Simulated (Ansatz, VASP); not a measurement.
This is a calculation of SnCl for VASP 6.6.1.

Contents of INCAR:

```
PREC = Accurate
ENCUT = 600
EDIFF = 1E-7
ISMEAR = -1
SIGMA = 0.05
LREAL = False
LASPH = True
NELM = 80
ALGO = Normal
ISIF = 3
LWAVE = False
LCHARG = False
GGA = PE
IBRION = 2
NSW = 60
EDIFFG = -0.01
```

Contents of KPOINTS:

```
regular mesh
0
Gamma
  9 9 3
```

File POSCAR:

```
SnCl
1.0
    3.4975457026      0.0000000000      0.0000000000
   -1.7487728513      3.0289634293      0.0000000000
    0.0000000000      0.0000000000     10.0622090000
Sn Cl
2 2
Direct
    0.6666666667      0.3333333333      0.8205100000
    0.3333333333      0.6666666667      0.3205100000
    0.6666666667      0.3333333333      0.5544910000
    0.3333333333      0.6666666667      0.0544910000
```

Potentials or basis: VASP PAW PBE potentials, release 64 (Sn_d, Cl).

Launch:

```sh
$ cat potpaw_PBE.64/Sn_d/POTCAR potpaw_PBE.64/Cl/POTCAR > POTCAR
$ mpirun -np 1 vasp_std > vasp.out
```

Task: Translate it to Ansatz 0.2.0. Potentials there: Ansatz PAW.

Result: As run (the cutoff follows the program's own potentials):

The input input.yaml:

```yaml
crystal:
  lattice:
    - [3.4975457026, 0.0, 0.0]
    - [-1.7487728513, 3.0289634293, 0.0]
    - [0.0, 0.0, 10.062209]
  atoms:
    - { symbol: Sn, position: [0.6666666667, 0.3333333333, 0.82051] }
    - { symbol: Sn, position: [0.3333333333, 0.6666666667, 0.32051] }
    - { symbol: Cl, position: [0.6666666667, 0.3333333333, 0.554491] }
    - { symbol: Cl, position: [0.3333333333, 0.6666666667, 0.054491] }
hamiltonian:
  xc: pbe
  pseudopotentials: { kind: paw }
kpoints:
  mp_grid: { grid: [9, 9, 3] }
scf:
  occupations: { method: fermi_dirac, width: 0.05 }
output:
  forces: true
  stress: true
  eigenvalues: true
relax:
  f_tol: 0.01
  max_steps: 40
  cell: { stress_tol: 0.05 }
```

Potentials or basis: Ansatz PAW.

The run is started by

```bash
$ ansatz run input.yaml --threads 2 --pin off --max-ram 5632MiB --backend cpu --events-out ev --progress --plain --runs-dir out
```

Both were run:

|  | VASP | Ansatz | Ansatz less VASP |
| --- | --- | --- | --- |
| gap on the k mesh at the Fermi level, each at its own relaxed structure (eV) | none | none | - |
| relaxed volume (Å³/atom) | 27.07 | 27.14 | +0.066 |
| relaxed cell length with the largest relative difference (Å) | 3.492 | 3.497 | +0.0051 |

A gap of «none» marks a metal or a gap that the smearing closes.

Noted on Ansatz's run: the plane-wave basis is chosen anew once the cell has moved, so the energies of steps on either side of that aren't comparable.
